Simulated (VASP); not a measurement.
# I (C2/c) in VASP: single point with PBEsol+D3(BJ)

Aim: the single point of I with PBEsol+D3(BJ).

Everything below comes from runs of VASP 6.6.1. Logs are shortened: lines on timing, memory, paths and dates and some standing lists are left out, and cuts for length are marked.

## Step 1: The cell of the first run

Symmetry: C2/c, No. 15, monoclinic system. The conventional cell has a = 3.619 Å, b = 11.819 Å, c = 3.619 Å, α = 90.00°, β = 109.47°, γ = 90.00°. Within 4.6 Å of I (site symmetry 2) lie 14 I at 3.46 to 4.55 Å.

## Step 2: Single point, PBEsol+D3(BJ)

The input, INCAR:

```
PREC = Accurate
ENCUT = 520
EDIFF = 1E-7
ISMEAR = 0
SIGMA = 0.1
LREAL = F
LASPH = T
NELM = 60
ALGO = Normal
ISIF = 2
LWAVE = F
LCHARG = T
GGA = PS
IVDW = 12
LELF = T
LVHAR = T
NBANDS = 14
```

The input, KPOINTS:

```
regular mesh
0
Gamma
  6 6 6
```

The input, POSCAR:

```
I
1.0
   -2.0893750000      2.0893750000      2.0893750000
    2.0893750000     -2.0893750000      2.0893750000
    5.2234375000      3.1340625000     -3.1340625000
I
2
Direct
    0.0000000000      0.0000000000      0.0000000000
    0.0000000000     -0.2500000000      0.5000000000
```

Potentials or basis: VASP PAW PBE potentials, release 64 (I).

Command:

```
cat potpaw_PBE.64/I/POTCAR > POTCAR
mpirun -np 1 vasp_std > vasp.out
```

OUTCAR:

```text
PREC = Accurate
   ENCUT = 520
   EDIFF = 1E-7
   ISMEAR = 0
   LREAL = F
   LASPH = T
   NELM = 60
   ISIF = 2
   GGA = PS
   IVDW = 12
 IVDW          = 12

 ion  position               nearest neighbor table
   1  0.000  0.000  0.000-   2 3.46   2 3.46
   2  0.000  0.750  0.500-   1 3.46   1 3.46

  LATTYP: Found a base centered monoclinic cell.
 ALAT       =     3.6189036561
 B/A-ratio  =     3.2659863237
 C/A-ratio  =     1.0000000000
 COS(beta)  =    -0.3333333333

  Lattice vectors:

 A1 = (  -3.1340625000,  -5.2234375000,   1.0446875000)
 A2 = (   5.2234375000,   3.1340625000,   1.0446875000)
 A3 = (  -2.0893750000,   2.0893750000,   2.0893750000)

Analysis of symmetry for initial positions (statically):
=====================================================================
 Subroutine PRICEL returns:
 Original cell was already a primitive cell.

 Routine SETGRP: Setting up the symmetry group for a
 base centered monoclinic supercell.

 Subroutine GETGRP returns: Found  4 space group operations
 (whereof  2 operations were pure point group operations)
 out of a pool of  4 trial point group operations.

The static configuration has the point symmetry C_2 .
 The point group associated with its full space group is C_2h.

Analysis of symmetry for dynamics (positions and initial velocities):
=====================================================================
 Subroutine PRICEL returns:
 Original cell was already a primitive cell.

 Routine SETGRP: Setting up the symmetry group for a
 base centered monoclinic supercell.

 Subroutine GETGRP returns: Found  4 space group operations
 (whereof  2 operations were pure point group operations)
 out of a pool of  4 trial point group operations.

The dynamic configuration has the point symmetry C_2 .
 The point group associated with its full space group is C_2h.

 Subroutine INISYM returns: Found  4 space group operations
 (whereof  2 operations are pure point group operations),
 and found     1 'primitive' translations

----------------------------------------------------------------------------------------

                                     Primitive cell

  volume of cell :      72.9691

  direct lattice vectors                    reciprocal lattice vectors
    -2.089375000  2.089375000  2.089375000     0.000000000  0.239306013  0.239306013
     2.089375000 -2.089375000  2.089375000     0.179479509 -0.059826503  0.239306013
     5.223437500  3.134062500 -3.134062500     0.119653006  0.119653006  0.000000000

  length of vectors
     3.618903656  3.618903656  6.850474058     0.338429809  0.305056507  0.169214904

  position of ions in fractional coordinates (direct lattice)
     0.000000000  0.000000000  0.000000000
     0.000000000  0.750000000  0.500000000

  ion indices of the primitive-cell ions
   primitive index   ion index
                 1           1
                 2           2

----------------------------------------------------------------------------------------

 KPOINTS: regular mesh

Automatic generation of k-mesh.
 Grid dimensions read from file:
 generate k-points for:    6    6    6

 Generating k-lattice:

  Cartesian coordinates                     Fractional coordinates (reciprocal lattice)
     0.000000000  0.039884335  0.039884335     0.166666667  0.000000000  0.000000000
     0.029913252 -0.009971084  0.039884335     0.000000000  0.166666667  0.000000000
     0.019942168  0.019942168  0.000000000     0.000000000  0.000000000  0.166666667

  Length of vectors
     0.056404968  0.050842751  0.028202484

  Shift w.r.t. Gamma in fractional coordinates (k-lattice)
     0.000000000  0.000000000  0.000000000

 Subroutine IBZKPT returns following result:
 ===========================================

 Found     68 irreducible k-points:

 Following reciprocal coordinates:
            Coordinates               Weight
  0.000000  0.000000  0.000000      1.000000
  0.166667  0.000000  0.000000      4.000000
  0.333333  0.000000  0.000000      4.000000
  0.500000  0.000000  0.000000      1.000000
 -0.000000  0.166667  0.000000      4.000000
  0.166667  0.166667  0.000000      4.000000
[... 16 lines left out ...]
  0.333333 -0.000000  0.166667      2.000000
  0.500000  0.000000  0.166667      2.000000
 [... further k-points ...]
   k-points           NKPTS =     68   k-points in BZ     NKDIM =     68   number of bands    NBANDS=     14
   number of dos      NEDOS =    301   number of ions     NIONS =      2
   total plane-waves  NPLWV =  42336
   dimension x,y,z NGX =    28 NGY =   28 NGZ =   54
   dimension x,y,z NGXF=    56 NGYF=   56 NGZF=  108
   ions per type =               2
   NGX,Y,Z   is equivalent  to a cutoff of  12.86, 12.86, 13.10 a.u.
   NGXF,Y,Z  is equivalent  to a cutoff of  25.73, 25.73, 26.21 a.u.
 SYSTEM =  unknown system
   PREC   = accura    normal or accurate (medium, high low for compatibility)
   ISTART =      0    job   : 0-new  1-cont  2-samecut
   ICHARG =      2    charge: 1-file 2-atom 10-const
   ISPIN  =      1    spin polarized calculation?
   LNONCOLLINEAR =      F non collinear calculations
   LSORBIT =      F    spin-orbit coupling
   LASPH  =      T    aspherical Exc in radial PAW
   ENCUT  =  520.0 eV  38.22 Ry    6.18 a.u.   6.73  6.73 12.74*2*pi/ulx,y,z
   NELM   =     60;   NELMIN=  2; NELMDL= -5     # of ELM steps
   EDIFF  = 0.1E-06   stopping-criterion for ELM
   LREAL  =      F    real-space projection
   EDIFFG = 0.1E-05   stopping-criterion for IOM
   NSW    =      0    number of steps for IOM
   IBRION =     -1    ionic relax: 0-MD 1-quasi-New 2-CG
   NFREE  =      0    steps in history (QN), initial steepest desc. (CG)
   ISIF   =      2    stress and relaxation
   ISYM   =      2    0-nonsym 1-usesym 2-fastsym
   POTIM  = 0.5000    time-step for ionic-motion
   TEBEG  =    0.0;   TEEND  =   0.0 temperature during run
   PSTRESS=    0.0 pullay stress
   NELECT =      14.0000    total number of electrons
   NUPDOWN=      -1.0000    fix difference up-down
   EMIN   =  10.00;   EMAX   =-10.00  energy-range for DOS
   EFERMI =   0.00;   METHOD = LEGACY
   ISMEAR =     0;   SIGMA  =   0.10  broadening in eV -4-tet -1-fermi 0-gaus
   EFERMI_NEDOS =   21; number of points for ismear=-14 and -15
   IALGO  =     38    algorithm
   IMIX   =      4    mixing-type and parameters
     AMIX     =   0.40;   BMIX     =  1.00
     AMIX_MAG =   1.60;   BMIX_MAG =  1.00
  volume/ion in A,a.u.               =      36.48       246.21
  Fermi-wavevector in a.u.,A,eV,Ry     =   0.944215  1.784309 12.130177  0.891543
  Thomas-Fermi vector in A             =   2.071999
   LORBIT       =      0    0 simple, 1 ext, 2 COOP (PROOUT), +10 PAW based schemes
   GGA     = PS    functional components
   LHFCALC =     F    Hartree Fock is set to
   AEXX    =    0.0000 exact exchange contribution
   IVDW    =    12    specifies the selected vdW correction
   LEPSILON=     F    determine dielectric tensor
   LRPA    =     F    only Hartree local field effects (RPA)
 non-spin polarized calculation
 Gauss-broadening in eV      SIGMA  =   0.10
  energy-cutoff  :      520.00
  volume of cell :       72.97
 maximum number of plane-waves:      1976
   NGX = 13   NGY = 13   NGZ = 25

 number of electron      13.9999999 magnetization

 Free energy of the ion-electron system (eV)
  ---------------------------------------------------
  ext. energy  EPLUGINS =         0.00000000
  ---------------------------------------------------
  free energy    TOTEN  =        -2.75127298 eV

  energy without entropy =       -2.73680672  energy(sigma->0) =       -2.74403985

 E-fermi :   3.9938     XC(G=0):  -9.0676

 val. band max:        3.9918358861   @ k =   0.3333   0.1667   0.0000
 cond. band min:       4.0067932628   @ k =   0.3333   0.5000   0.1667
 fundamental gap:      0.0149573766
 Fermi energy:         3.9938104020

 k-point     1 :       0.0000    0.0000    0.0000
  band No.  band energies     occupation
      1      -9.4008      2.00000
      2      -7.9008      2.00000
      3      -0.5499      2.00000
      4       3.4724      2.00000
      5       4.2297      0.00085
      6       4.4477      0.00000
      7       4.9852      0.00000
      8       5.0084      0.00000
      9       9.8814      0.00000
     10      10.3515      0.00000
     11      11.8055      0.00000
     12      12.4369      0.00000
     13      14.2208      0.00000
     14      14.3040      0.00000

 k-point     2 :       0.1667    0.0000    0.0000
  band No.  band energies     occupation
      1      -9.1124      2.00000
      2      -7.9360      2.00000
      3      -0.0083      2.00000
      4       2.4409      2.00000
      5       3.1036      2.00000
      6       4.1767      0.00969
      7       4.3604      0.00000
      8       4.6958      0.00000
      9      10.8457      0.00000
     10      11.4802      0.00000
     11      12.0164      0.00000
     12      12.3438      0.00000
     13      13.3764      0.00000
     14      14.5855      0.00000

 k-point     3 :       0.3333    0.0000    0.0000
  band No.  band energies     occupation
      1      -8.4167      2.00000
      2      -7.9683      2.00000
      3       0.0405      2.00000
      4       0.6509      2.00000
      5       2.4865      2.00000
      6       3.7721      1.99828
      7       4.1099      0.10076
      8       4.3164      0.00001
      9      10.2696      0.00000
     10      11.0193      0.00000
     11      11.5183      0.00000
     12      12.0736      0.00000
     13      14.2420      0.00000
     14      14.8346      0.00000
[... 324 lines left out ...]
 k-point    23 :       0.3333   -0.0000    0.1667
  band No.  band energies     occupation
      1      -8.2370      2.00000
      2      -8.1611      2.00000
      3       0.2038      2.00000
      4       0.2301      2.00000
      5       3.3936      2.00000
      6       3.5014      2.00000
      7       3.8908      1.85477
      8       4.3643      0.00000
      9      10.4014      0.00000
     10      10.5597      0.00000
     11      11.5197      0.00000
     12      11.8419      0.00000
     13      14.0736      0.00000
     14      14.9158      0.00000

 k-point    24 :       0.5000    0.0000    0.1667
  band No.  band energies     occupation
      1      -7.9759      2.00000
      2      -7.9759      2.00000
      3      -0.3091      2.00000
      4      -0.3091      2.00000
      5       3.2019      2.00000
      6       3.2019      2.00000
      7       4.1010      0.12968
      8       4.1010      0.12968
      9      10.2933      0.00000
     10      10.2933      0.00000
     11      11.3295      0.00000
     12      11.3295      0.00000
     13      14.9070      0.00000
     14      14.9070      0.00000

 [... further k-points ...]

------------------------ aborting loop because EDIFF is reached ----------------------------------------

 Edisp (eV)   -0.65745

 E8    (eV) :    -0.4370

  FORCE on cell =-STRESS in cart. coord.  units (eV):
  Direction    XX          YY          ZZ          XY          YZ          ZX
  --------------------------------------------------------------------------------------
  -------------------------------------------------------------------------------------
  Total      -1.81748    -1.81748    -1.53930     0.09730     0.37482    -0.37482
  in kB     -39.90636   -39.90636   -33.79819     2.13645     8.22982    -8.22982
  external pressure =      -37.87 kB  Pullay stress =        0.00 kB

 VOLUME and BASIS-vectors are now :
 -----------------------------------------------------------------------------
  energy-cutoff  :      520.00
  volume of cell :       72.97
      direct lattice vectors                 reciprocal lattice vectors
    -2.089375000  2.089375000  2.089375000     0.000000000  0.239306013  0.239306013
     2.089375000 -2.089375000  2.089375000     0.179479509 -0.059826503  0.239306013
     5.223437500  3.134062500 -3.134062500     0.119653006  0.119653006  0.000000000

 POSITION                                       TOTAL-FORCE (eV/Angst)
 -----------------------------------------------------------------------------------
      0.00000      0.00000      0.00000        -0.015644     -0.015644      0.000000
      4.17875      0.00000     -0.00000         0.015644      0.015644      0.000000
 -----------------------------------------------------------------------------------
    total drift:                               -0.000000      0.000000     -0.000000

  FREE ENERGIE OF THE ION-ELECTRON SYSTEM (eV)
  ---------------------------------------------------
  free  energy   TOTEN  =        -3.4087221038 eV

  energy  without entropy=       -3.3942558499  energy(sigma->0) =       -3.40148898
```

Wall time 52 s (1 thread of Intel Xeon Platinum 8259CL at 2.50GHz (Skylake/Cascade Lake), shared host); peak memory 0.23 GiB.

What came out:

```
Free energy                : -3.4087 eV
Pressure                   : -3.8 GPa
Largest force              : 0.022 eV/Å
Band gap on the k mesh     : zero (band 7 reaches 4.99 eV, above the bottom of band 8 at 3.15 eV)
Dispersion energy per atom : -0.329 eV
```

Forces on the atoms (eV/Å):
```
I   -0.016 -0.016  0.000
I    0.016  0.016  0.000
```

Caveat: the PAW data sets were made with another functional, which shifts forces and pressure a little; spin-orbit coupling is left out, which moves the levels of the heavy elements.
